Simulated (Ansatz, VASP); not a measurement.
KCl: VASP beside Ansatz

```
K Cl
1.0
     0.00000    3.34547    3.15610
     3.34547    0.00000    3.15610
     3.34547    3.34547    0.00000
K Cl
1 1
Direct
  0.00000 0.00000 0.00000
  0.50000 0.50000 0.50000
```

Change from the starting cell: strain +0.0600 x Voigt [1, 1, 0, 0, 0, 0], atoms carried along.

Alike in both runs: task single point; functional LDA; k mesh 6 × 6 × 6; occupations gaussian, width 0.05 eV; no spin polarisation.

```csv
,VASP,Ansatz
version,VASP 6.6.1,Ansatz 0.2.0
potentials or method,"VASP PAW LDA potentials, release 64 (K_sv, Cl), cutoff 520 eV","scalar-relativistic, plane waves, PAW"
valence electrons in the cell,16,16
```

|  | VASP | Ansatz | Ansatz less VASP |
| --- | --- | --- | --- |
| gap on the k mesh at the Fermi level (eV) | 4.36 | 4.35 | -0.004 |
| least direct gap on the mesh (eV) | 4.36 | 4.35 | -0.004 |
| pressure (GPa) | -3.0 | -3.0 | -0.01 |
| traceless stress, the component that is largest in VASP (GPa) | 0.52 | 0.50 | -0.023 |

LDA's correlation is that of Perdew and Zunger in VASP and of Perdew and Wang (1992) in Ansatz.
